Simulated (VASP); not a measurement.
Set up this calculation in VASP 6.6.1, as the native input.

```
Task                   : single point
Functional             : PBEsol
Potentials or basis    : VASP PAW PBE potentials, release 64 (Pd)
Cutoff                 : 520 eV
k mesh                 : 36 × 36 × 36
Occupations            : methfessel-paxton, width 0.1 eV
Spin                   : no spin polarisation
Dipole correction      : no
Further INCAR settings : ALGO = Normal; EDIFF = 1e-06; NBANDS = 11
```

The structure of Pd lies in POSCAR:

```
Pd
1.0
    0.0000000000      1.9372735470      1.9372735470
    1.9372735470      0.0000000000      1.9372735470
    1.9372735470      1.9372735470      0.0000000000
Pd
1
Direct
    0.0000000000      0.0000000000      0.0000000000
```

One way to write it, as run:

INCAR

```
  PREC = Accurate
  ENCUT = 520
  EDIFF = 1E-6
  ISMEAR = 1
  SIGMA = 0.1
  LREAL = False
  LASPH = True
  NELM = 100
  ALGO = Normal
  ISIF = 2
  LWAVE = False
  LCHARG = True
  GGA = PS
  LELF = True
  LVHAR = True
  NBANDS = 11
```

KPOINTS

```
Automatic mesh
0
Gamma
  36 36 36
```

Potentials or basis: VASP PAW PBE potentials, release 64 (Pd).

The run is started by

```bash
$ cat potpaw_PBE.64/Pd/POTCAR > POTCAR
$ mpirun -np 1 vasp_std > vasp.out
```

It gave:

```yaml
Pressure: -0.3 GPa
Band_gap_on_the_k_mesh: zero (bands 5 and 6 overlap by 1.63 eV)
```

Caveat: the PAW data sets were made with another functional, which shifts forces and pressure a little.

It took 3.8 min on 1 thread of Intel Xeon 8259CL, with other jobs on the host, peak memory 0.3 GiB.
